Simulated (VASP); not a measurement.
# Ga (R-3m) in VASP: notebook

Ga is run at these levels: r2SCAN; tasks: single point, relaxation of cell and atoms.

All numbers are computed with VASP 6.6.1; they aren't measurements. Logs are shortened: lines on timing, memory, paths and dates and some standing lists are left out, and cuts for length are marked.

## 1. The cell of the first run

It takes space group R-3m (No. 166, trigonal). The conventional cell has a = 4.030 Å, b = 4.030 Å, c = 4.056 Å, α = 90.00°, β = 90.00°, γ = 120.00°. Ga (site symmetry -3m) has 12 Ga at 2.69 to 3.57 Å within 3.6 Å.

## 2. Single point, r2SCAN

The input, POSCAR:

```
Ga
1.0
    4.0300505101      0.0000000000      0.0000000000
   -2.0150252551      3.4901261202      0.0000000000
    0.0000000000      0.0000000000      4.0555443461
Ga
3
Direct
    0.3333384484      0.0000000000      0.3333333333
    0.0000000000      0.3333384484      0.6666666667
    0.6666615516      0.6666615516      0.0000000000
```

The input, INCAR.step1:

```
ALGO = Normal ; EDIFF = 1E-4
ENCUT = 520 ; GGA = PE
ISMEAR = 0 ; LASPH = True
LCHARG = False ; LREAL = False
LWAVE = True ; NBANDS = 26
NELM = 80 ; PREC = Accurate
SIGMA = 0.1
```

The input, INCAR.step2:

```
ALGO = Normal ; EDIFF = 1E-6
ENCUT = 520 ; ISIF = 2
ISMEAR = 0 ; ISTART = 1
LASPH = True ; LCHARG = False
LMIXTAU = True ; LREAL = False
LWAVE = False ; METAGGA = R2SCAN
NBANDS = 26 ; NELM = 80
PREC = Accurate ; SIGMA = 0.1
```

The input, KPOINTS:

```
k-points
0
Gamma
  6 6 4
```

Potentials or basis: VASP PAW PBE potentials, release 64 (Ga_d).

Command:

```
> cat potpaw_PBE.64/Ga_d/POTCAR > POTCAR
> cp INCAR.step1 INCAR
> mpirun -np 1 vasp_std > vasp.out
> cp INCAR.step2 INCAR
> mpirun -np 1 vasp_std > vasp.out
```

OUTCAR:

```text
EDIFF = 1E-6
   ENCUT = 520
   ISIF = 2
   ISMEAR = 0
   ISTART = 1
   LASPH = True
   LREAL = False
   METAGGA = R2SCAN
   NELM = 80
   PREC = Accurate

 ion  position               nearest neighbor table
   1  0.333  0.000  0.333-   3 2.69   3 2.69   2 2.69   2 2.69   3 2.69   2 2.69
   2  0.000  0.333  0.667-   3 2.69   3 2.69   1 2.69   1 2.69   3 2.69   1 2.69
   3  0.667  0.667  0.000-   1 2.69   2 2.69   1 2.69   2 2.69   2 2.69   1 2.69

  LATTYP: Found a hexagonal cell.
 ALAT       =     4.0300505101
 C/A-ratio  =     1.0063259346

  Lattice vectors:

 A1 = (   4.0300505101,   0.0000000000,   0.0000000000)
 A2 = (  -2.0150252551,   3.4901261202,   0.0000000000)
 A3 = (   0.0000000000,   0.0000000000,   4.0555443461)

Analysis of symmetry for initial positions (statically):
=====================================================================
 Subroutine PRICEL returns:
 Original cell was already a primitive cell.

 Routine SETGRP: Setting up the symmetry group for a
 hexagonal supercell.

 Subroutine GETGRP returns: Found  6 space group operations
 (whereof  2 operations were pure point group operations)
 out of a pool of 24 trial point group operations.

The static configuration has the point symmetry C_2 .
 The point group associated with its full space group is D_3 .

Analysis of symmetry for dynamics (positions and initial velocities):
=====================================================================
 Subroutine PRICEL returns:
 Original cell was already a primitive cell.

 Routine SETGRP: Setting up the symmetry group for a
 hexagonal supercell.

 Subroutine GETGRP returns: Found  6 space group operations
 (whereof  2 operations were pure point group operations)
 out of a pool of 24 trial point group operations.

The dynamic configuration has the point symmetry C_2 .
 The point group associated with its full space group is D_3 .

 Subroutine INISYM returns: Found  6 space group operations
 (whereof  2 operations are pure point group operations),
 and found     1 'primitive' translations

----------------------------------------------------------------------------------------

                                     Primitive cell

  volume of cell :      57.0428

  direct lattice vectors                    reciprocal lattice vectors
     4.030050510  0.000000000  0.000000000     0.248135848  0.143261299  0.000000000
    -2.015025255  3.490126120  0.000000000     0.000000000  0.286522597  0.000000000
     0.000000000  0.000000000  4.055544346     0.000000000  0.000000000  0.246576024

  length of vectors
     4.030050510  4.030050510  4.055544346     0.286522597  0.286522597  0.246576024

  position of ions in fractional coordinates (direct lattice)
     0.333338448  0.000000000  0.333333333
     0.000000000  0.333338448  0.666666667
     0.666661552  0.666661552  0.000000000

  ion indices of the primitive-cell ions
   primitive index   ion index
                 1           1
                 2           2
                 3           3

----------------------------------------------------------------------------------------

 KPOINTS: k-points

Automatic generation of k-mesh.
 Grid dimensions read from file:
 generate k-points for:    6    6    4

 Generating k-lattice:

  Cartesian coordinates                     Fractional coordinates (reciprocal lattice)
     0.041355975  0.023876883  0.000000000     0.166666667 -0.000000000  0.000000000
     0.000000000  0.047753766  0.000000000     0.000000000  0.166666667  0.000000000
     0.000000000  0.000000000  0.061644006     0.000000000  0.000000000  0.250000000

  Length of vectors
     0.047753766  0.047753766  0.061644006

  Shift w.r.t. Gamma in fractional coordinates (k-lattice)
     0.000000000  0.000000000  0.000000000

 Subroutine IBZKPT returns following result:
 ===========================================

 Found     24 irreducible k-points:

 Following reciprocal coordinates:
            Coordinates               Weight
  0.000000  0.000000  0.000000      1.000000
  0.166667  0.000000  0.000000      6.000000
  0.333333  0.000000  0.000000      6.000000
  0.500000  0.000000  0.000000      3.000000
  0.166667  0.166667  0.000000      6.000000
  0.333333  0.166667  0.000000     12.000000
[... 16 lines left out ...]
  0.333333  0.166667  0.500000     12.000000
  0.333333  0.333333  0.500000      2.000000
   k-points           NKPTS =     24   k-points in BZ     NKDIM =     24   number of bands    NBANDS=     26
   number of dos      NEDOS =    301   number of ions     NIONS =      3
   total plane-waves  NPLWV =  27000
   dimension x,y,z NGX =    30 NGY =   30 NGZ =   30
   dimension x,y,z NGXF=    60 NGYF=   60 NGZF=   60
   ions per type =               3
   NGX,Y,Z   is equivalent  to a cutoff of  12.38, 12.38, 12.30 a.u.
   NGXF,Y,Z  is equivalent  to a cutoff of  24.75, 24.75, 24.60 a.u.
 SYSTEM =  unknown system
   PREC   = accura    normal or accurate (medium, high low for compatibility)
   ISTART =      1    job   : 0-new  1-cont  2-samecut
   ICHARG =      0    charge: 1-file 2-atom 10-const
   ISPIN  =      1    spin polarized calculation?
   LNONCOLLINEAR =      F non collinear calculations
   LSORBIT =      F    spin-orbit coupling
   LASPH  =      T    aspherical Exc in radial PAW
   ENCUT  =  520.0 eV  38.22 Ry    6.18 a.u.   7.49  7.49  7.54*2*pi/ulx,y,z
   NELM   =     80;   NELMIN=  2; NELMDL=  0     # of ELM steps
   EDIFF  = 0.1E-05   stopping-criterion for ELM
   LREAL  =      F    real-space projection
   EDIFFG = 0.1E-04   stopping-criterion for IOM
   NSW    =      0    number of steps for IOM
   IBRION =     -1    ionic relax: 0-MD 1-quasi-New 2-CG
   NFREE  =      0    steps in history (QN), initial steepest desc. (CG)
   ISIF   =      2    stress and relaxation
   ISYM   =      2    0-nonsym 1-usesym 2-fastsym
   POTIM  = 0.5000    time-step for ionic-motion
   TEBEG  =    0.0;   TEEND  =   0.0 temperature during run
   PSTRESS=    0.0 pullay stress
   NELECT =      39.0000    total number of electrons
   NUPDOWN=      -1.0000    fix difference up-down
   EMIN   =  10.00;   EMAX   =-10.00  energy-range for DOS
   EFERMI =   0.00;   METHOD = LEGACY
   ISMEAR =     0;   SIGMA  =   0.10  broadening in eV -4-tet -1-fermi 0-gaus
   EFERMI_NEDOS =   21; number of points for ismear=-14 and -15
   IALGO  =     38    algorithm
   IMIX   =      4    mixing-type and parameters
     AMIX     =   0.40;   BMIX     =  1.00
     AMIX_MAG =   1.60;   BMIX_MAG =  1.00
  volume/ion in A,a.u.               =      19.01       128.31
  Fermi-wavevector in a.u.,A,eV,Ry     =   1.442213  2.725388 28.299828  2.079979
  Thomas-Fermi vector in A             =   2.560758
   LORBIT       =      0    0 simple, 1 ext, 2 COOP (PROOUT), +10 PAW based schemes
   METAGGA = R2SCAN    functional components
   LHFCALC =     F    Hartree Fock is set to
   AEXX    =    0.0000 exact exchange contribution
   IVDW    =     0    specifies the selected vdW correction
   LEPSILON=     F    determine dielectric tensor
   LRPA    =     F    only Hartree local field effects (RPA)
 non-spin polarized calculation
 Gauss-broadening in eV      SIGMA  =   0.10
  energy-cutoff  :      520.00
  volume of cell :       57.04
 maximum number of plane-waves:      1559
 NGX is ok and might be reduce to    30
   NGX = 15   NGY = 15   NGZ = 15

 number of electron      39.0000005 magnetization

 Free energy of the ion-electron system (eV)
  ---------------------------------------------------
  ext. energy  EPLUGINS =         0.00000000
  ---------------------------------------------------
  free energy    TOTEN  =       -34.00338212 eV

  energy without entropy =      -34.00017734  energy(sigma->0) =      -34.00177973

 E-fermi :   5.2292     XC(G=0): -11.9507

 val. band max:        5.2159719949   @ k =   0.0000   0.1667   0.2500
 cond. band min:       5.4805453373   @ k =   0.3333   0.0000   0.2500
 fundamental gap:      0.2645733424
 Fermi energy:         5.2292159240

 k-point     1 :       0.0000    0.0000    0.0000
  band No.  band energies     occupation
      1     -10.5227      2.00000
      2     -10.5227      2.00000
      3     -10.2617      2.00000
      4     -10.2617      2.00000
      5     -10.2245      2.00000
      6     -10.2245      2.00000
[... 18 lines left out ...]
     25      14.7123      0.00000
     26      15.6130      0.00000

 k-point     2 :       0.1667    0.0000    0.0000
  band No.  band energies     occupation
      1     -10.5016      2.00000
      2     -10.4684      2.00000
      3     -10.3221      2.00000
      4     -10.2792      2.00000
      5     -10.2396      2.00000
      6     -10.2103      2.00000
[... 18 lines left out ...]
     25      12.5600      0.00000
     26      14.4032      0.00000

 k-point     3 :       0.3333    0.0000    0.0000
  band No.  band energies     occupation
      1     -10.4415      2.00000
      2     -10.3847      2.00000
      3     -10.3305      2.00000
      4     -10.3002      2.00000
      5     -10.2574      2.00000
      6     -10.2435      2.00000
[... 18 lines left out ...]
     25      13.3424      0.00000
     26      13.5965      0.00000

 k-point     4 :       0.5000    0.0000    0.0000
  band No.  band energies     occupation
      1     -10.4107      2.00000
      2     -10.3513      2.00000
      3     -10.3512      2.00000
      4     -10.3475      2.00000
      5     -10.2140      2.00000
      6     -10.2140      2.00000
[... 18 lines left out ...]
     25      12.7499      0.00000
     26      14.1471      0.00000

 k-point     5 :       0.1667    0.1667    0.0000
  band No.  band energies     occupation
      1     -10.4693      2.00000
      2     -10.3637      2.00000
      3     -10.3312      2.00000
      4     -10.3312      2.00000
      5     -10.2532      2.00000
      6     -10.2532      2.00000
[... 18 lines left out ...]
     25      12.9693      0.00000
     26      12.9694      0.00000

 k-point     6 :       0.3333    0.1667    0.0000
  band No.  band energies     occupation
      1     -10.4135      2.00000
      2     -10.3812      2.00000
      3     -10.3423      2.00000
      4     -10.3332      2.00000
      5     -10.2655      2.00000
      6     -10.2034      2.00000
[... 427 lines left out ...]
 k-point    21 :       0.5000    0.0000    0.5000
  band No.  band energies     occupation
      1     -10.4885      2.00000
      2     -10.2738      2.00000
      3     -10.2579      2.00000
      4     -10.2579      2.00000
      5     -10.2406      2.00000
      6     -10.2406      2.00000
[... 18 lines left out ...]
     25      17.3549      0.00000
     26      17.3863      0.00000

 k-point    22 :       0.1667    0.1667    0.5000
  band No.  band energies     occupation
      1     -10.4399      2.00000
      2     -10.4398      2.00000
      3     -10.3148      2.00000
      4     -10.2913      2.00000
      5     -10.2459      2.00000
      6     -10.2459      2.00000
[... 18 lines left out ...]
     25      12.0435      0.00000
     26      16.3024      0.00000

 k-point    23 :       0.3333    0.1667    0.5000
  band No.  band energies     occupation
      1     -10.4467      2.00000
      2     -10.3491      2.00000
      3     -10.2612      2.00000
      4     -10.2524      2.00000
      5     -10.2245      2.00000
      6     -10.2213      2.00000
[... 18 lines left out ...]
     25      14.5178      0.00000
     26      17.8508      0.00000

 k-point    24 :       0.3333    0.3333    0.5000
  band No.  band energies     occupation
      1     -10.3331      2.00000
      2     -10.3331      2.00000
      3     -10.3331      2.00000
      4     -10.2285      2.00000
      5     -10.2285      2.00000
      6     -10.2285      2.00000
[... 18 lines left out ...]
     25      14.9818      0.00000
     26      14.9819      0.00000

------------------------ aborting loop because EDIFF is reached ----------------------------------------

  FORCE on cell =-STRESS in cart. coord.  units (eV):
  Direction    XX          YY          ZZ          XY          YZ          ZX
  --------------------------------------------------------------------------------------
  -------------------------------------------------------------------------------------
  Total       -0.0733653     -0.0733653      0.0848819      0.0000000      0.0000000     -0.0000000
  in kB       -2.0606324     -2.0606324      2.3841026      0.0000000      0.0000000     -0.0000000
  external PRESSURE =      -0.5790540 kB  Pullay stress =       0.0000000 kB

 VOLUME and BASIS-vectors are now :
 -----------------------------------------------------------------------------
  energy-cutoff  :      520.00
  volume of cell :       57.04
      direct lattice vectors                 reciprocal lattice vectors
     4.030050510  0.000000000  0.000000000     0.248135848  0.143261299  0.000000000
    -2.015025255  3.490126120  0.000000000     0.000000000  0.286522597  0.000000000
     0.000000000  0.000000000  4.055544346     0.000000000  0.000000000  0.246576024

 POSITION                                       TOTAL-FORCE (eV/Angst)
 -----------------------------------------------------------------------------------
      1.34337      0.00000      1.35185        -0.000152      0.000000      0.000000
     -0.67169      1.16339      2.70370         0.000076     -0.000132     -0.000000
      1.34334      2.32673      0.00000         0.000076      0.000132     -0.000000
 -----------------------------------------------------------------------------------
    total drift:                                0.000000     -0.000000      0.000000

  FREE ENERGIE OF THE ION-ELECTRON SYSTEM (eV)
  ---------------------------------------------------
  free  energy   TOTEN  =       -34.0033821189 eV

  energy  without entropy=      -34.0001773440  energy(sigma->0) =      -34.00177973
```

Run time: 57 s. Hardware: 1 thread of Intel Xeon 6975P-C (Granite Rapids), shared host; peak memory 0.17 GiB.

What came out:

```yaml
Free_energy: -34.0034 eV
Pressure: -0.1 GPa
Band_gap_on_the_k_mesh: zero (an odd number of electrons rules out a gap without spin polarisation)
```

Stress tensor (GPa, compression positive):
```
-0.21  0.00  0.00
 0.00 -0.21  0.00
 0.00  0.00  0.24
```

Caveat: the k points lie up to 0.39 Å⁻¹ apart, too coarse for converged energies and pressures of a metal; the PAW data sets were made with another functional, which shifts forces and pressure a little.

[end of part 1 of 2]
